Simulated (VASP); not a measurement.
## ZnS: single point with PBE

ZnS:

```
Zn S
1.0
     0.00000    2.70200    2.70200
     2.70200    0.00000    2.70200
     2.70200    2.70200    0.00000
Zn S
1 1
Direct
  0.25000 0.25000 0.25000
  0.01850 0.01850 0.98150
```

| Item | Value |
| --- | --- |
| Program | VASP 6.6.1 |
| Task | single point |
| Functional | PBE |
| Potentials or basis | VASP PAW PBE potentials, release 64 (Zn, S) |
| Cutoff | 520 eV |
| k mesh | 6 × 6 × 6 |
| Occupations | gaussian, width 0.01 eV |
| Spin | no spin polarisation |

```
Pressure               : 2.1 GPa
Largest force          : 0.579 eV/Å
Band gap on the k mesh : 2.05 eV, direct
```

Forces on the atoms (eV/Å):
```
Zn   0.000  0.000  0.579
S    0.000  0.000 -0.579
```

Stress tensor (GPa, compression positive):
```
2.23 2.35 0.00
2.35 2.23 0.00
0.00 0.00 1.89
```

Levels at points of the mesh, in eV from the valence-band top:
```
           k point  band 5  band 6  band 7  band 8  band 9  band 10  band 11  band 12  band 13  band 14
(0.00, 0.00, 0.00)   -5.93   -5.93   -0.18   -0.05    0.00     2.05     6.31     6.32     6.41    11.68
(0.50, 0.00, 0.00)   -5.89   -5.72   -5.20   -1.05   -0.76     3.16     6.55     7.03     8.74    12.11
(0.00, 0.00, 0.50)   -5.89   -5.74   -5.49   -1.09   -0.83     3.33     6.69     7.18     8.86    12.04
(0.50, 0.50, 0.00)   -5.85   -5.71   -4.61   -2.33   -2.25     3.28     4.06    10.89    11.76    12.05
(0.00, 0.50, 0.50)   -5.85   -5.71   -4.63   -2.28   -2.26     3.32     3.99    10.90    11.91    11.94
```

It took 10 s on 1 thread of Intel(R) Xeon(R) 6975P-C (Granite Rapids), with other jobs on the host, peak memory 0.16 GiB.

Expect the measured gap to be larger: semilocal functionals such as PBE lack the derivative discontinuity.
